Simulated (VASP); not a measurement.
**CsCl: single point with PBE**

CsCl:

```
Cs Cl
1.0
     4.13683    0.00000    0.00000
     0.00000    4.13683    0.00000
     0.00000    0.00000    4.13683
Cs Cl
1 1
Direct
  0.00000 0.00000 0.00000
  0.50000 0.50000 0.50000
```

```yaml
Program: VASP 6.6.1
Task: single point
Functional: PBE
Potentials_or_basis: VASP PAW PBE potentials, release 64 (Cs_sv, Cl)
Cutoff: 500 eV
k_mesh: 6 × 6 × 6
Occupations: gaussian, width 0.01 eV
Spin: non-collinear spin, zero start, spin-orbit coupling
Starting_moments: "[[0.0, 0.0, 0.0], [0.0, 0.0, 0.0]] μB"
Dipole_correction: no
Further_INCAR_settings: ALGO = Normal; EDIFF = 1e-06; NBANDS = 28
```

```
Pressure                                              : 0.8 GPa
Net moment                                            : 0.00 μB per cell
Valence electrons inside the program's atomic spheres : Cs 6.58; Cl 5.14
```

Moments on the atoms (μB; x, y, z):
```
Cs  0.00 0.00 0.00
Cl  0.00 0.00 0.00
```

Run time: 100 s on 1 thread of Intel Xeon 8259CL, on a shared host, peak memory 0.29 GiB.
